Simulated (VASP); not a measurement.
Runs of VASP 6.6.1 on Co. The structure is that of space group Im-3m (No. 229), or close to it. The cells are those of the table. 

| task | potentials or basis | spin | cell | k mesh | cutoff (eV) | second run | gap on the mesh (eV) | pressure (GPa) | moment (μB) |
| --- | --- | --- | --- | --- | --- | --- | --- | --- | --- |
| single point | VASP PAW LDA potentials, release 64 (Co_sv) | collinear, antiferromagnetic start | a = 2.700 Å, 2 atoms | 11 × 11 × 11 | 600 | valence_matched | none | -3.8 | 0.00 |
| relaxation of cell and atoms | VASP PAW LDA potentials, release 64 (Co) | collinear, antiferromagnetic start | relaxed from a = 2.808 Å, 2 atoms | 11 × 11 × 11 | 600 | - | none | -0.2 | 0.00 |
| single point | VASP PAW LDA potentials, release 64 (Co) | collinear, ferromagnetic start | a = 2.771 Å, 2 atoms | 13 × 13 × 13 | 520 | - | none | -10.8 | (a) |
| single point | VASP PAW LDA potentials, release 64 (Co) | collinear, antiferromagnetic start | a = 2.700 Å, 2 atoms | 11 × 11 × 11 | 520 | - | none | (b) | 0.00 |
| single point | VASP PAW LDA potentials, release 64 (Co) | collinear, ferromagnetic start | a = 2.588 Å, 2 atoms | 13 × 13 × 13 | 520 | - | none | 59.1 | 2.83 |

Alike in all rows: level LDA; smearing fermi-dirac 0.05 eV.

Question: Fill in the values left out.

Answer: (a) 3.28; (b) -1.1.

A gap of «none» marks levels without a gap at the run's occupations.

The runs don't all hold the same shells in valence.
